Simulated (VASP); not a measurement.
# PbO (P4mm) in VASP: further runs, part 2 of 2

VASP 6.6.1. Earlier steps stand in the parts before.

## Step 3: Single point, PBEsol (all O atoms moved +0.125 Å, as atom 3 along Cartesian [0 0 1])

INCAR

```
SYSTEM = PbO
ALGO = Normal
EDIFF = 1E-6
ENCUT = 520
GGA = PS
ISIF = 2
ISMEAR = 0
LASPH = .True.
LCHARG = .False.
LREAL = .False.
LWAVE = .False.
NBANDS = 28
NELM = 100
PREC = Accurate
SIGMA = 0.05
```

KPOINTS

```
k-points
0
Gamma
  8 8 6
  0 0 0
```

POSCAR

```
PbO
1.0
    3.9744000000      0.0000000000      0.0000000000
    0.0000000000      3.9744000000      0.0000000000
    0.0000000000      0.0000000000      5.0220000000
Pb O
2 2
Direct
    0.0000000000      0.5000000000      0.2351000000
    0.5000000000      0.0000000000      0.7649000000
    0.0000000000      0.0000000000      0.0248904819
    0.5000000000      0.5000000000      0.0248904819
```

Potentials or basis: VASP PAW PBE potentials, release 64 (Pb_d, O).

On the command line:

```
cat potpaw_PBE.64/Pb_d/POTCAR potpaw_PBE.64/O/POTCAR > POTCAR
mpirun -np 1 vasp_std > vasp.out
```

OUTCAR:

```text
SYSTEM = PbO
   EDIFF = 1E-6
   ENCUT = 520
   GGA = PS
   ISIF = 2
   ISMEAR = 0
   LASPH = .True.
   LREAL = .False.
   NELM = 100
   PREC = Accurate

 ion  position               nearest neighbor table
   1  0.000  0.500  0.235-   3 2.25   4 2.25   3 2.25   4 2.25   2 3.67   2 3.67   2 3.67   2 3.67
                             2 3.87   2 3.87   2 3.87   2 3.87
   2  0.500  0.000  0.765-   3 2.38   4 2.38   4 2.38   3 2.38   1 3.67   1 3.67   1 3.67   1 3.67
                             1 3.87   1 3.87   1 3.87   1 3.87
   3  0.000  0.000  0.025-   1 2.25   1 2.25   2 2.38   2 2.38
   4  0.500  0.500  0.025-   1 2.25   1 2.25   2 2.38   2 2.38

  LATTYP: Found a simple tetragonal cell.
 ALAT       =     3.9744000000
 C/A-ratio  =     1.2635869565

  Lattice vectors:

 A1 = (   3.9744000000,   0.0000000000,   0.0000000000)
 A2 = (   0.0000000000,   3.9744000000,   0.0000000000)
 A3 = (   0.0000000000,   0.0000000000,   5.0220000000)

Analysis of symmetry for initial positions (statically):
=====================================================================
 Subroutine PRICEL returns:
 Original cell was already a primitive cell.

 Routine SETGRP: Setting up the symmetry group for a
 simple tetragonal supercell.

 Subroutine GETGRP returns: Found  8 space group operations
 (whereof  4 operations were pure point group operations)
 out of a pool of 16 trial point group operations.

The static configuration has the point symmetry C_2v.
 The point group associated with its full space group is C_4v.

Analysis of symmetry for dynamics (positions and initial velocities):
=====================================================================
 Subroutine PRICEL returns:
 Original cell was already a primitive cell.

 Routine SETGRP: Setting up the symmetry group for a
 simple tetragonal supercell.

 Subroutine GETGRP returns: Found  8 space group operations
 (whereof  4 operations were pure point group operations)
 out of a pool of 16 trial point group operations.

The dynamic configuration has the point symmetry C_2v.
 The point group associated with its full space group is C_4v.

 Subroutine INISYM returns: Found  8 space group operations
 (whereof  4 operations are pure point group operations),
 and found     1 'primitive' translations

----------------------------------------------------------------------------------------

                                     Primitive cell

  volume of cell :      79.3268

  direct lattice vectors                    reciprocal lattice vectors
     3.974400000  0.000000000  0.000000000     0.251610306  0.000000000  0.000000000
     0.000000000  3.974400000  0.000000000     0.000000000  0.251610306  0.000000000
     0.000000000  0.000000000  5.022000000     0.000000000  0.000000000  0.199123855

  length of vectors
     3.974400000  3.974400000  5.022000000     0.251610306  0.251610306  0.199123855

  position of ions in fractional coordinates (direct lattice)
     0.000000000  0.500000000  0.235100000
     0.500000000  0.000000000  0.764900000
     0.000000000  0.000000000  0.024890482
     0.500000000  0.500000000  0.024890482

  ion indices of the primitive-cell ions
   primitive index   ion index
                 1           1
                 2           2
                 3           3
                 4           4

----------------------------------------------------------------------------------------

 KPOINTS: k-points

Automatic generation of k-mesh.
 Grid dimensions read from file:
 generate k-points for:    8    8    6

 Generating k-lattice:

  Cartesian coordinates                     Fractional coordinates (reciprocal lattice)
     0.031451288  0.000000000  0.000000000     0.125000000  0.000000000  0.000000000
     0.000000000  0.031451288  0.000000000     0.000000000  0.125000000  0.000000000
     0.000000000  0.000000000  0.033187309     0.000000000  0.000000000  0.166666667

  Length of vectors
     0.031451288  0.031451288  0.033187309

  Shift w.r.t. Gamma in fractional coordinates (k-lattice)
     0.000000000  0.000000000  0.000000000

 Subroutine IBZKPT returns following result:
 ===========================================

 Found     60 irreducible k-points:

 Following reciprocal coordinates:
            Coordinates               Weight
  0.000000  0.000000  0.000000      1.000000
  0.125000  0.000000  0.000000      4.000000
  0.250000  0.000000  0.000000      4.000000
  0.375000  0.000000  0.000000      4.000000
  0.500000  0.000000  0.000000      2.000000
  0.125000  0.125000  0.000000      4.000000
[... 16 lines left out ...]
  0.375000  0.125000  0.166667     16.000000
  0.500000  0.125000  0.166667      8.000000
 [... further k-points ...]
   k-points           NKPTS =     60   k-points in BZ     NKDIM =     60   number of bands    NBANDS=     28
   number of dos      NEDOS =    301   number of ions     NIONS =      4
   total plane-waves  NPLWV =  36000
   dimension x,y,z NGX =    30 NGY =   30 NGZ =   40
   dimension x,y,z NGXF=    60 NGYF=   60 NGZF=   80
   ions per type =               2   2
   NGX,Y,Z   is equivalent  to a cutoff of  12.55, 12.55, 13.24 a.u.
   NGXF,Y,Z  is equivalent  to a cutoff of  25.10, 25.10, 26.48 a.u.
 SYSTEM =  PbO
   PREC   = accura    normal or accurate (medium, high low for compatibility)
   ISTART =      0    job   : 0-new  1-cont  2-samecut
   ICHARG =      2    charge: 1-file 2-atom 10-const
   ISPIN  =      1    spin polarized calculation?
   LNONCOLLINEAR =      F non collinear calculations
   LSORBIT =      F    spin-orbit coupling
   LASPH  =      T    aspherical Exc in radial PAW
   ENCUT  =  520.0 eV  38.22 Ry    6.18 a.u.   7.39  7.39  9.34*2*pi/ulx,y,z
   NELM   =    100;   NELMIN=  2; NELMDL= -5     # of ELM steps
   EDIFF  = 0.1E-05   stopping-criterion for ELM
   LREAL  =      F    real-space projection
   EDIFFG = 0.1E-04   stopping-criterion for IOM
   NSW    =      0    number of steps for IOM
   IBRION =     -1    ionic relax: 0-MD 1-quasi-New 2-CG
   NFREE  =      0    steps in history (QN), initial steepest desc. (CG)
   ISIF   =      2    stress and relaxation
   ISYM   =      2    0-nonsym 1-usesym 2-fastsym
   POTIM  = 0.5000    time-step for ionic-motion
   TEBEG  =    0.0;   TEEND  =   0.0 temperature during run
   PSTRESS=    0.0 pullay stress
   NELECT =      40.0000    total number of electrons
   NUPDOWN=      -1.0000    fix difference up-down
   EMIN   =  10.00;   EMAX   =-10.00  energy-range for DOS
   EFERMI =   0.00;   METHOD = LEGACY
   ISMEAR =     0;   SIGMA  =   0.05  broadening in eV -4-tet -1-fermi 0-gaus
   EFERMI_NEDOS =   21; number of points for ismear=-14 and -15
   IALGO  =     38    algorithm
   IMIX   =      4    mixing-type and parameters
     AMIX     =   0.40;   BMIX     =  1.00
     AMIX_MAG =   1.60;   BMIX_MAG =  1.00
  volume/ion in A,a.u.               =      19.83       133.83
  Fermi-wavevector in a.u.,A,eV,Ry     =   1.303031  2.462372 23.101207  1.697891
  Thomas-Fermi vector in A             =   2.434060
   LORBIT       =      0    0 simple, 1 ext, 2 COOP (PROOUT), +10 PAW based schemes
   GGA     = PS    functional components
   LHFCALC =     F    Hartree Fock is set to
   AEXX    =    0.0000 exact exchange contribution
   IVDW    =     0    specifies the selected vdW correction
   LEPSILON=     F    determine dielectric tensor
   LRPA    =     F    only Hartree local field effects (RPA)
 non-spin polarized calculation
 Gauss-broadening in eV      SIGMA  =   0.05
  energy-cutoff  :      520.00
  volume of cell :       79.33
 maximum number of plane-waves:      2171
 NGX is ok and might be reduce to    30
   NGX = 15   NGY = 15   NGZ = 19

 number of electron      39.9999997 magnetization

 Free energy of the ion-electron system (eV)
  ---------------------------------------------------
  ext. energy  EPLUGINS =         0.00000000
  ---------------------------------------------------
  free energy    TOTEN  =       -22.74008672 eV

  energy without entropy =      -22.74008672  energy(sigma->0) =      -22.74008672

 E-fermi :   5.2541     XC(G=0): -10.0845

 val. band max:        4.9999667972   @ k =   0.1250   0.0000   0.0000
 cond. band min:       6.1459526608   @ k =   0.5000   0.5000   0.0000
 fundamental gap:      1.1459858637
 Fermi energy:         5.2540920162

 k-point     1 :       0.0000    0.0000    0.0000
  band No.  band energies     occupation
      1     -13.4327      2.00000
      2     -12.8741      2.00000
      3     -11.0451      2.00000
      4     -11.0451      2.00000
      5     -11.0092      2.00000
      6     -10.9619      2.00000
[... 20 lines left out ...]
     27      12.4452      0.00000
[... 691 lines left out ...]
      6     -10.8861      2.00000
[... 20 lines left out ...]
     27      14.3521      0.00000
     28      14.3863      0.00000

 [... further k-points ...]
[... 5 lines left out ...]
  --------------------------------------------------------------------------------------
  -------------------------------------------------------------------------------------
  Total        0.8739220      0.8739220      0.3040897      0.0000000      0.0000000      0.0000000
  in kB       17.6507586     17.6507586      6.1417544      0.0000000      0.0000000      0.0000000
  external PRESSURE =      13.8144238 kB  Pullay stress =       0.0000000 kB

 VOLUME and BASIS-vectors are now :
 -----------------------------------------------------------------------------
  energy-cutoff  :      520.00
  volume of cell :       79.33
      direct lattice vectors                 reciprocal lattice vectors
     3.974400000  0.000000000  0.000000000     0.251610306  0.000000000  0.000000000
     0.000000000  3.974400000  0.000000000     0.000000000  0.251610306  0.000000000
     0.000000000  0.000000000  5.022000000     0.000000000  0.000000000  0.199123855

 POSITION                                       TOTAL-FORCE (eV/Angst)
 -----------------------------------------------------------------------------------
      0.00000      1.98720      1.18067         0.000000      0.000000      1.309002
      1.98720      0.00000      3.84133         0.000000      0.000000      0.762638
      0.00000      0.00000      0.12500         0.000000      0.000000     -1.035820
      1.98720      1.98720      0.12500         0.000000      0.000000     -1.035820
 -----------------------------------------------------------------------------------
    total drift:                                0.000000      0.000000      0.000556

  FREE ENERGIE OF THE ION-ELECTRON SYSTEM (eV)
  ---------------------------------------------------
  free  energy   TOTEN  =       -22.7400867177 eV

  energy  without entropy=      -22.7400867177  energy(sigma->0) =      -22.74008672
```

It took 56 s on 1 thread of Intel Xeon 6975P-C (Granite Rapids), shared host; peak memory 0.24 GiB.

Results:

- Free energy: -22.7401 eV
- Pressure: 1.4 GPa
- Largest force: 1.309 eV/Å
- Band gap on the k mesh: 1.15 eV, indirect (least direct gap 2.15 eV)

Forces on the atoms (eV/Å):
```
Pb   0.000  0.000  1.309
Pb   0.000  0.000  0.763
O    0.000  0.000 -1.036
O    0.000  0.000 -1.036
```

Stress tensor (GPa, compression positive):
```
1.77 0.00 0.00
0.00 1.77 0.00
0.00 0.00 0.61
```

Caveat: the cell differs from its parent crystal (all O atoms moved +0.125 Å, as atom 3 along Cartesian [0 0 1]); the PAW data sets were made with another functional, which shifts forces and pressure a little; spin-orbit coupling is left out, which moves the levels of the heavy elements. A k mesh can miss the band edges.
